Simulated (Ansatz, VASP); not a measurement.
## One calculation of SiW3, two programs

The input INCAR:

```
SYSTEM = SiW3
ALGO = Fast ; EDIFF = 1E-6
ENCUT = 520 ; GGA = PE
ISIF = 2 ; ISMEAR = 0
LASPH = .True. ; LCHARG = .False.
LREAL = .False. ; LWAVE = .False.
NBANDS = 31 ; NELM = 60
PREC = Accurate ; SIGMA = 0.15
```

File KPOINTS:

```
k-points
0
Gamma
  14 14 14
  0 0 0
```

Contents of POSCAR:

```
SiW3
1.0
   -2.6037661908      2.6037661908      2.5386720360
    2.6037661908     -2.6037661908      2.5386720360
    2.6037661908      2.6037661908     -2.5386720360
Si W
1 3
Direct
    0.0000000000      0.0000000000      0.0000000000
    0.5000000000      0.5000000000      0.0000000000
    0.5000000000      0.0000000000      0.5000000000
    0.0000000000      0.5000000000      0.5000000000
```

Input for Ansatz:

```yaml
crystal:
  lattice:
    - [-2.6037661908, 2.6037661908, 2.538672036]
    - [2.6037661908, -2.6037661908, 2.538672036]
    - [2.6037661908, 2.6037661908, -2.538672036]
  atoms:
    - { symbol: Si, position: [0.0, 0.0, 0.0] }
    - { symbol: W, position: [0.5, 0.5, 0.0] }
    - { symbol: W, position: [0.5, 0.0, 0.5] }
    - { symbol: W, position: [0.0, 0.5, 0.5] }
basis:
  ecutwfc: 420
kpoints:
  mp_grid: { grid: [14, 14, 14] }
hamiltonian:
  xc: pbe
scf:
  occupations: { method: gaussian, width: 0.15 }
output:
  forces: true
  stress: true
  eigenvalues: true
```

Change from the starting cell: strain +0.000 along x and y, -0.025 along z, atoms carried along.

Alike in both runs: task single point; functional PBE; k mesh 14 × 14 × 14; occupations gaussian, width 0.15 eV; no spin polarisation.

```csv
,VASP,Ansatz
version,VASP 6.6.1,Ansatz 0.2.0
potentials or method,"VASP PAW PBE potentials, release 64 (Si, W_sv), cutoff 520 eV","scalar-relativistic, plane waves, PAW"
valence electrons in the cell,46,46
```

VASP gave:

* gap on the k mesh at the Fermi level (eV): none
* pressure (GPa): 5.8
* traceless stress, the component that is largest in VASP (GPa): 6.17

Which values does Ansatz return?

gap on the k mesh at the Fermi level (eV): none; pressure (GPa): 5.3; traceless stress, the component that is largest in VASP (GPa): 6.04.

A gap of «none» marks a metal or a gap that the smearing closes. With one functional, cell and mesh, what is left measures potentials, basis and numerics.

Spin-orbit coupling is off throughout.
